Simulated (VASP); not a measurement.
The system is TaMn2N3.

```
Ta Mn N
1.0
     5.77254    0.00000    0.00000
    -2.88627    4.99917    0.00000
     0.00000    0.00000    2.84440
Ta Mn N
1 2 3
Direct
  0.00000 0.00000 0.50000
  0.33333 0.66667 0.50000
  0.66667 0.33333 0.50000
  0.50000 0.00000 0.50000
  0.00000 0.50000 0.50000
  0.50000 0.50000 0.50000
```

The cell was generated, and may not be a known phase.

```yaml
Program: VASP 6.6.1
Task: relaxation of cell and atoms
Functional: PBE
Potentials_or_basis: VASP PAW PBE potentials, release 64 (Ta_pv, Mn_pv, N)
Cutoff: 600 eV
k_mesh: 3 × 3 × 6
Occupations: gaussian, width 0.1 eV
Spin: collinear spin
Starting_moments: "[0.19, 0.0, 0.0, 0.0, 0.0, 0.0] μB"
```

At the start: pressure -3.2 GPa; volume 13.68 Å³/atom.

Problem. Where does the relaxation end?

Solution. Over 6 steps the energy falls by 36.9 meV/atom and the volume is 12.90 Å³/atom (-5.7 %); space group P6/mmm (No. 191, to 0.1 Å) before and after; moment 0.00 μB per cell.

Step by step:
```csv
step,energy change (eV),largest force (eV/Å),pressure (GPa),volume (Å³)
1,0.0000,0.0000,-3.23,82.08
2,-0.2091,0.0000,-2.03,78.77
3,-0.2184,0.0000,-1.52,78.06
4,-0.2184,0.0000,-1.45,77.98
5,-0.2108,0.0000,2.96,76.38
6,-0.2214,0.0000,0.03,77.42
```

Final structure:
```
Ta Mn N
1.0
     5.78816    0.00000    0.00000
    -2.89408    5.01269    0.00000
     0.00000    0.00000    2.66834
Ta Mn N
1 2 3
Direct
  0.00000 0.00000 0.50000
  0.33333 0.66667 0.50000
  0.66667 0.33333 0.50000
  0.50000 0.00000 0.50000
  0.00000 0.50000 0.50000
  0.50000 0.50000 0.50000
```

Caveat: the k points lie up to 0.42 Å⁻¹ apart in the final cell, too coarse for converged energies and pressures of a metal.
